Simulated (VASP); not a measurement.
# CaTi6 (Fm-3m) in VASP: notebook

Runs on CaTi6. Level: PBE. Tasks: single point, relaxation of cell and atoms.

Program: VASP 6.6.1. These are calculated values, not measurements. Logs are shortened: lines on timing, memory, paths and dates and some standing lists are left out, and cuts for length are marked.

### 1 The cell of the first run

The structure is cubic, space group Fm-3m (No. 225). Conventional cell: a = 8.341 Å, b = 8.341 Å, c = 8.341 Å, α = 90.00°, β = 90.00°, γ = 90.00°. Ca (site symmetry m-3m) has 12 Ti at 2.95 Å within 3.9 Å. Within 3.9 Å of Ti (site symmetry mmm) lie 2 Ca at 2.95 Å and 8 Ti at 2.95 Å.

### 2 Single point, PBE

INCAR

```
PREC = Accurate
ENCUT = 520
EDIFF = 1E-6
ISMEAR = 0
SIGMA = 0.1
LREAL = F
LASPH = T
NELM = 100
ALGO = Normal
ISIF = 2
LWAVE = F
LCHARG = F
GGA = PE
NBANDS = 50
```

KPOINTS

```
regular mesh
0
Gamma
  4 4 4
```

POSCAR

```
CaTi6
1.0
    0.0000000000      4.1704016998      4.1704016998
    4.1704016998      0.0000000000      4.1704016998
    4.1704016998      4.1704016998      0.0000000000
Ca Ti
1 6
Direct
    0.0000000000      0.0000000000      0.0000000000
    0.5000000000      0.5000000000      0.0000000000
    0.5000000000      0.0000000000      0.5000000000
    0.0000000000      0.0000000000      0.5000000000
    0.0000000000      0.5000000000      0.0000000000
    0.0000000000      0.5000000000      0.5000000000
    0.5000000000      0.0000000000      0.0000000000
```

Potentials or basis: VASP PAW PBE potentials, release 64 (Ca_sv, Ti_sv).

Started as:

```bash
$ cat potpaw_PBE.64/Ca_sv/POTCAR potpaw_PBE.64/Ti_sv/POTCAR > POTCAR
$ mpirun -np 1 vasp_std > vasp.out
```

OUTCAR:

```text
PREC = Accurate
   ENCUT = 520
   EDIFF = 1E-6
   ISMEAR = 0
   LREAL = F
   LASPH = T
   NELM = 100
   ISIF = 2
   GGA = PE

 ion  position               nearest neighbor table
   1  0.000  0.000  0.000-   4 2.95   5 2.95   7 2.95   3 2.95   4 2.95   6 2.95   2 2.95   5 2.95
                             6 2.95   2 2.95   3 2.95   7 2.95
   2  0.500  0.500  0.000-   1 2.95   1 2.95
   3  0.500  0.000  0.500-   1 2.95   1 2.95
   4  0.000  0.000  0.500-   1 2.95   1 2.95
   5  0.000  0.500  0.000-   1 2.95   1 2.95
   6  0.000  0.500  0.500-   1 2.95   1 2.95
   7  0.500  0.000  0.000-   1 2.95   1 2.95

  LATTYP: Found a face centered cubic cell.
 ALAT       =     8.3408033996

  Lattice vectors:

 A1 = (   0.0000000000,   4.1704016998,   4.1704016998)
 A2 = (   4.1704016998,   0.0000000000,   4.1704016998)
 A3 = (   4.1704016998,   4.1704016998,   0.0000000000)

Analysis of symmetry for initial positions (statically):
=====================================================================
 Subroutine PRICEL returns:
 Original cell was already a primitive cell.

 Routine SETGRP: Setting up the symmetry group for a
 face centered cubic supercell.

 Subroutine GETGRP returns: Found 48 space group operations
 (whereof 48 operations were pure point group operations)
 out of a pool of 48 trial point group operations.

The static configuration has the point symmetry O_h .

Analysis of symmetry for dynamics (positions and initial velocities):
=====================================================================
 Subroutine PRICEL returns:
 Original cell was already a primitive cell.

 Routine SETGRP: Setting up the symmetry group for a
 face centered cubic supercell.

 Subroutine GETGRP returns: Found 48 space group operations
 (whereof 48 operations were pure point group operations)
 out of a pool of 48 trial point group operations.

The dynamic configuration has the point symmetry O_h .

 Subroutine INISYM returns: Found 48 space group operations
 (whereof 48 operations are pure point group operations),
 and found     1 'primitive' translations

----------------------------------------------------------------------------------------

                                     Primitive cell

  volume of cell :     145.0653

  direct lattice vectors                    reciprocal lattice vectors
     0.000000000  4.170401700  4.170401700    -0.119892527  0.119892527  0.119892527
     4.170401700  0.000000000  4.170401700     0.119892527 -0.119892527  0.119892527
     4.170401700  4.170401700  0.000000000     0.119892527  0.119892527 -0.119892527

  length of vectors
     5.897838644  5.897838644  5.897838644     0.207659949  0.207659949  0.207659949

  position of ions in fractional coordinates (direct lattice)
     0.000000000  0.000000000  0.000000000
     0.500000000  0.500000000  0.000000000
     0.500000000  0.000000000  0.500000000
     0.000000000  0.000000000  0.500000000
     0.000000000  0.500000000  0.000000000
     0.000000000  0.500000000  0.500000000
     0.500000000  0.000000000  0.000000000

  ion indices of the primitive-cell ions
   primitive index   ion index
                 1           1
                 2           2
                 3           3
                 4           4
                 5           5
                 6           6
                 7           7

----------------------------------------------------------------------------------------

 KPOINTS: regular mesh

Automatic generation of k-mesh.
 Grid dimensions read from file:
 generate k-points for:    4    4    4

 Generating k-lattice:

  Cartesian coordinates                     Fractional coordinates (reciprocal lattice)
    -0.029973132  0.029973132  0.029973132     0.250000000  0.000000000  0.000000000
     0.029973132 -0.029973132  0.029973132     0.000000000  0.250000000  0.000000000
     0.029973132  0.029973132 -0.029973132     0.000000000  0.000000000  0.250000000

  Length of vectors
     0.051914987  0.051914987  0.051914987

  Shift w.r.t. Gamma in fractional coordinates (k-lattice)
     0.000000000  0.000000000  0.000000000

 Subroutine IBZKPT returns following result:
 ===========================================

 Found      8 irreducible k-points:

 Following reciprocal coordinates:
            Coordinates               Weight
  0.000000  0.000000  0.000000      1.000000
  0.250000  0.000000  0.000000      8.000000
  0.500000  0.000000  0.000000      4.000000
  0.250000  0.250000  0.000000      6.000000
  0.500000  0.250000  0.000000     24.000000
 -0.250000  0.250000  0.000000     12.000000
  0.500000  0.500000  0.000000      3.000000
 -0.250000  0.500000  0.250000      6.000000
   k-points           NKPTS =      8   k-points in BZ     NKDIM =      8   number of bands    NBANDS=     50
   number of dos      NEDOS =    301   number of ions     NIONS =      7
   total plane-waves  NPLWV = 110592
   dimension x,y,z NGX =    48 NGY =   48 NGZ =   48
   dimension x,y,z NGXF=    96 NGYF=   96 NGZF=   96
   ions per type =               1   6
   NGX,Y,Z   is equivalent  to a cutoff of  13.53, 13.53, 13.53 a.u.
   NGXF,Y,Z  is equivalent  to a cutoff of  27.06, 27.06, 27.06 a.u.
 SYSTEM =  unknown system
   PREC   = accura    normal or accurate (medium, high low for compatibility)
   ISTART =      0    job   : 0-new  1-cont  2-samecut
   ICHARG =      2    charge: 1-file 2-atom 10-const
   ISPIN  =      1    spin polarized calculation?
   LNONCOLLINEAR =      F non collinear calculations
   LSORBIT =      F    spin-orbit coupling
   LASPH  =      T    aspherical Exc in radial PAW
   ENCUT  =  520.0 eV  38.22 Ry    6.18 a.u.  10.97 10.97 10.97*2*pi/ulx,y,z
   NELM   =    100;   NELMIN=  2; NELMDL= -5     # of ELM steps
   EDIFF  = 0.1E-05   stopping-criterion for ELM
   LREAL  =      F    real-space projection
   EDIFFG = 0.1E-04   stopping-criterion for IOM
   NSW    =      0    number of steps for IOM
   IBRION =     -1    ionic relax: 0-MD 1-quasi-New 2-CG
   NFREE  =      0    steps in history (QN), initial steepest desc. (CG)
   ISIF   =      2    stress and relaxation
   ISYM   =      2    0-nonsym 1-usesym 2-fastsym
   POTIM  = 0.5000    time-step for ionic-motion
   TEBEG  =    0.0;   TEEND  =   0.0 temperature during run
   PSTRESS=    0.0 pullay stress
   NELECT =      82.0000    total number of electrons
   NUPDOWN=      -1.0000    fix difference up-down
   EMIN   =  10.00;   EMAX   =-10.00  energy-range for DOS
   EFERMI =   0.00;   METHOD = LEGACY
   ISMEAR =     0;   SIGMA  =   0.10  broadening in eV -4-tet -1-fermi 0-gaus
   EFERMI_NEDOS =   21; number of points for ismear=-14 and -15
   IALGO  =     38    algorithm
   IMIX   =      4    mixing-type and parameters
     AMIX     =   0.40;   BMIX     =  1.00
     AMIX_MAG =   1.60;   BMIX_MAG =  1.00
  volume/ion in A,a.u.               =      20.72       139.85
  Fermi-wavevector in a.u.,A,eV,Ry     =   1.353604  2.557940 24.929182  1.832243
  Thomas-Fermi vector in A             =   2.480845
   LORBIT       =      0    0 simple, 1 ext, 2 COOP (PROOUT), +10 PAW based schemes
   GGA     = PE    functional components
   LHFCALC =     F    Hartree Fock is set to
   AEXX    =    0.0000 exact exchange contribution
   IVDW    =     0    specifies the selected vdW correction
   LEPSILON=     F    determine dielectric tensor
   LRPA    =     F    only Hartree local field effects (RPA)
 non-spin polarized calculation
 Gauss-broadening in eV      SIGMA  =   0.10
  energy-cutoff  :      520.00
  volume of cell :      145.07
 maximum number of plane-waves:      3928
 NGX is ok and might be reduce to    48
   NGX = 21   NGY = 21   NGZ = 21

 number of electron      81.9999978 magnetization

 Free energy of the ion-electron system (eV)
  ---------------------------------------------------
  ext. energy  EPLUGINS =         0.00000000
  ---------------------------------------------------
  free energy    TOTEN  =       -43.58856058 eV

  energy without entropy =      -43.51512842  energy(sigma->0) =      -43.55184450

 E-fermi :   6.1814     XC(G=0): -10.5197

 val. band max:        6.1747736942   @ k =   0.2500   0.0000   0.0000
 cond. band min:       6.1958308352   @ k =  -0.2500   0.5000   0.2500
 fundamental gap:      0.0210571410
 Fermi energy:         6.1813897533

 k-point     1 :       0.0000    0.0000    0.0000
  band No.  band energies     occupation
      1     -50.6192      2.00000
      2     -50.5507      2.00000
      3     -50.5507      2.00000
      4     -50.5507      2.00000
      5     -50.5176      2.00000
      6     -50.5176      2.00000
[... 42 lines left out ...]
     49       7.6599      0.00000
     50       8.1202      0.00000

 k-point     2 :       0.2500    0.0000    0.0000
  band No.  band energies     occupation
      1     -50.6092      2.00000
      2     -50.5608      2.00000
      3     -50.5459      2.00000
      4     -50.5459      2.00000
      5     -50.5225      2.00000
      6     -50.5225      2.00000
[... 42 lines left out ...]
     49       7.5044      0.00000
     50       7.9068      0.00000

 k-point     3 :       0.5000    0.0000    0.0000
  band No.  band energies     occupation
      1     -50.5851      2.00000
      2     -50.5850      2.00000
      3     -50.5342      2.00000
      4     -50.5342      2.00000
      5     -50.5342      2.00000
      6     -50.5342      2.00000
[... 42 lines left out ...]
     49       7.6352      0.00000
     50       7.7799      0.00000

 k-point     4 :       0.2500    0.2500    0.0000
  band No.  band energies     occupation
      1     -50.6062      2.00000
      2     -50.5509      2.00000
      3     -50.5509      2.00000
      4     -50.5509      2.00000
      5     -50.5305      2.00000
      6     -50.5175      2.00000
[... 42 lines left out ...]
     49       7.5306      0.00000
     50       7.7666      0.00000

 k-point     5 :       0.5000    0.2500    0.0000
  band No.  band energies     occupation
      1     -50.5880      2.00000
      2     -50.5707      2.00000
      3     -50.5461      2.00000
      4     -50.5435      2.00000
      5     -50.5364      2.00000
      6     -50.5223      2.00000
[... 42 lines left out ...]
     49       7.3768      0.00000
     50       7.4709      0.00000

 k-point     6 :      -0.2500    0.2500    0.0000
  band No.  band energies     occupation
      1     -50.5947      2.00000
      2     -50.5680      2.00000
      3     -50.5511      2.00000
      4     -50.5344      2.00000
      5     -50.5341      2.00000
      6     -50.5248      2.00000
[... 42 lines left out ...]
     49       7.3981      0.00000
     50       7.5694      0.00000

 k-point     7 :       0.5000    0.5000    0.0000
  band No.  band energies     occupation
      1     -50.5852      2.00000
      2     -50.5514      2.00000
      3     -50.5511      2.00000
      4     -50.5511      2.00000
      5     -50.5511      2.00000
      6     -50.5174      2.00000
[... 42 lines left out ...]
     49       7.3743      0.00000
     50       7.5658      0.00000

 k-point     8 :      -0.2500    0.5000    0.2500
  band No.  band energies     occupation
      1     -50.5752      2.00000
      2     -50.5752      2.00000
      3     -50.5513      2.00000
      4     -50.5512      2.00000
      5     -50.5272      2.00000
      6     -50.5272      2.00000
[... 42 lines left out ...]
     49       7.2046      0.00000
     50       7.6067      0.00000

------------------------ aborting loop because EDIFF is reached ----------------------------------------

  FORCE on cell =-STRESS in cart. coord.  units (eV):
  Direction    XX          YY          ZZ          XY          YZ          ZX
  --------------------------------------------------------------------------------------
  -------------------------------------------------------------------------------------
  Total       -0.0683335     -0.0683335     -0.0683335      0.0000000     -0.0000000      0.0000000
  in kB       -0.7547114     -0.7547114     -0.7547114      0.0000000     -0.0000000      0.0000000
  external PRESSURE =      -0.7547114 kB  Pullay stress =       0.0000000 kB

 VOLUME and BASIS-vectors are now :
 -----------------------------------------------------------------------------
  energy-cutoff  :      520.00
  volume of cell :      145.07
      direct lattice vectors                 reciprocal lattice vectors
     0.000000000  4.170401700  4.170401700    -0.119892527  0.119892527  0.119892527
     4.170401700  0.000000000  4.170401700     0.119892527 -0.119892527  0.119892527
     4.170401700  4.170401700  0.000000000     0.119892527  0.119892527 -0.119892527

 POSITION                                       TOTAL-FORCE (eV/Angst)
 -----------------------------------------------------------------------------------
      0.00000      0.00000      0.00000         0.000000      0.000000     -0.000000
      2.08520      2.08520      4.17040         0.000000      0.000000     -0.000000
      2.08520      4.17040      2.08520        -0.000000     -0.000000     -0.000000
      2.08520      2.08520      0.00000         0.000000     -0.000000     -0.000000
      2.08520      0.00000      2.08520         0.000000      0.000000      0.000000
      4.17040      2.08520      2.08520        -0.000000      0.000000     -0.000000
      0.00000      2.08520      2.08520         0.000000      0.000000     -0.000000
 -----------------------------------------------------------------------------------
    total drift:                                0.000000      0.000000      0.000000

  FREE ENERGIE OF THE ION-ELECTRON SYSTEM (eV)
  ---------------------------------------------------
  free  energy   TOTEN  =       -43.5885605790 eV

  energy  without entropy=      -43.5151284220  energy(sigma->0) =      -43.55184450
```

It took 99 s on 1 thread of AMD EPYC 7R13 (Zen 3), shared host; peak memory 0.29 GiB.

What came out:

```yaml
Free_energy: -43.5886 eV
Pressure: -0.1 GPa
Band_gap_on_the_k_mesh: zero (band 41 reaches 6.81 eV, above the bottom of band 42 at 6.11 eV)
```

### 3 Relaxation of cell and atoms, PBE

This run uses another cell than the first one, of 16.41 Å³/atom, 0.792 times its volume.

INCAR

```
PREC = Accurate
ENCUT = 600
EDIFF = 1E-6
ISMEAR = 0
SIGMA = 0.1
LREAL = False
LASPH = True
NELM = 100
ALGO = Normal
ISIF = 3
LWAVE = False
LCHARG = False
GGA = PE
IBRION = 2
NSW = 90
EDIFFG = -0.04
```

KPOINTS is that of step 2.

POSCAR: that of step 2 with these lines changed.

```diff
@@ -2,5 +2,5 @@
 1.0
-    0.0000000000      4.1704016998      4.1704016998
-    4.1704016998      0.0000000000      4.1704016998
-    4.1704016998      4.1704016998      0.0000000000
+    0.0000000000      3.8580226600      3.8580226600
+    3.8580226600      0.0000000000      3.8580226600
+    3.8580226600      3.8580226600      0.0000000000
 Ca Ti
```

Potentials or basis: VASP PAW PBE potentials, release 64 (Ca_sv, Ti_sv).

Started as:

```bash
$ cat potpaw_PBE.64/Ca_sv/POTCAR potpaw_PBE.64/Ti_sv/POTCAR > POTCAR
$ mpirun -np 1 vasp_std > vasp.out
```

Wall time 5.2 min (1 thread of AMD EPYC 7R13 (Zen 3), shared host); peak memory 0.32 GiB.

Results (log left out):

```
Free energy                            : -43.5775 eV
Relaxed volume                         : 20.65 Å³/atom
Relaxed cell                           : a = 5.891 Å, b = 5.891 Å, c = 5.891 Å, α = 60.00°, β = 60.00°, γ = 60.00°
Space group after relaxing (to 0.05 Å) : Fm-3m (No. 225)
Energy gained by relaxing              : 258.1 meV/atom
Ionic steps                            : 3
Pressure after relaxing                : 0.1 GPa
Band gap on the k mesh                 : zero (band 41 reaches 6.85 eV, above the bottom of band 42 at 6.14 eV)
```

Step by step:
| step | energy change (eV) | largest force (eV/Å) | pressure (GPa) | volume (Å³) |
| --- | --- | --- | --- | --- |
| 1 | 0.0000 | 0.0000 | 22.80 | 114.85 |
| 2 | -1.5809 | 0.0000 | -5.07 | 158.19 |
| 3 | -1.8065 | 0.0000 | 0.15 | 144.57 |

Final structure:
```yaml
crystal:
  lattice:
    - [0.00000, 4.16567, 4.16567]
    - [4.16567, 0.00000, 4.16567]
    - [4.16567, 4.16567, 0.00000]
  atoms:
    - { symbol: Ca, position: [0.00000, 0.00000, 0.00000] }
    - { symbol: Ti, position: [0.50000, 0.50000, 0.00000] }
    - { symbol: Ti, position: [0.50000, 0.00000, 0.50000] }
    - { symbol: Ti, position: [0.00000, 0.00000, 0.50000] }
    - { symbol: Ti, position: [0.00000, 0.50000, 0.00000] }
    - { symbol: Ti, position: [0.00000, 0.50000, 0.50000] }
    - { symbol: Ti, position: [0.50000, 0.00000, 0.00000] }
```

Levels at points of the mesh, in eV from the Fermi level:
| k point | band 37 | band 38 | band 39 | band 40 | band 41 | band 42 | band 43 | band 44 |
| --- | --- | --- | --- | --- | --- | --- | --- | --- |
| (0.00, 0.00, 0.00) | -0.95 | -0.95 | -0.95 | 0.61 | 0.63 | 0.63 | 0.63 | 1.16 |
| (0.50, 0.00, 0.00) | -0.80 | -0.63 | -0.58 | -0.58 | -0.04 | -0.04 | 0.30 | 0.46 |
| (0.50, 0.50, 0.00) | -0.53 | -0.26 | -0.09 | -0.09 | 0.04 | 0.04 | 0.06 | 0.06 |

Caveat: the volume moved by over 15 % at a fixed basis, so the end points are rough.
